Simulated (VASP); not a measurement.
Input of a VASP 6.6.1 run:

File POSCAR:

```
Se
1.0
    2.7135658448      0.0000000000      0.0000000000
    0.0000000000      2.7135658448      0.0000000000
    0.0000000000      0.0000000000      2.7135658448
Se
1
Direct
    0.0000000000      0.0000000000      0.0000000000
```

The input INCAR.step1:

```
ALGO = Normal
EDIFF = 1E-4
ENCUT = 520
GGA = PE
ISMEAR = -1
LASPH = T
LCHARG = F
LREAL = F
LWAVE = T
NBANDS = 9
NELM = 100
PREC = Accurate
SIGMA = 0.1
```

Contents of INCAR.step2:

```
ALGO = Normal
EDIFF = 1E-7
ENCUT = 520
ISIF = 2
ISMEAR = -1
ISTART = 1
LASPH = T
LCHARG = F
LMIXTAU = T
LREAL = F
LWAVE = F
METAGGA = R2SCAN
NBANDS = 9
NELM = 100
PREC = Accurate
SIGMA = 0.1
```

File KPOINTS:

```
k-points
0
Gamma
  8 8 8
```

Potentials or basis: VASP PAW PBE potentials, release 64 (Se).

Launch:

```console
$ cat potpaw_PBE.64/Se/POTCAR > POTCAR
$ cp INCAR.step1 INCAR
$ mpirun -np 1 vasp_std > vasp.out
$ cp INCAR.step2 INCAR
$ mpirun -np 1 vasp_std > vasp.out
```

(1) Estimate the pressure.

(2) Estimate the band gap on the k mesh.

Results:

(1) 11.6 GPa.

(2) zero (band 3 reaches 9.60 eV, above the bottom of band 4 at 1.99 eV).

Caveat: the PAW data sets were made with another functional, which shifts forces and pressure a little.
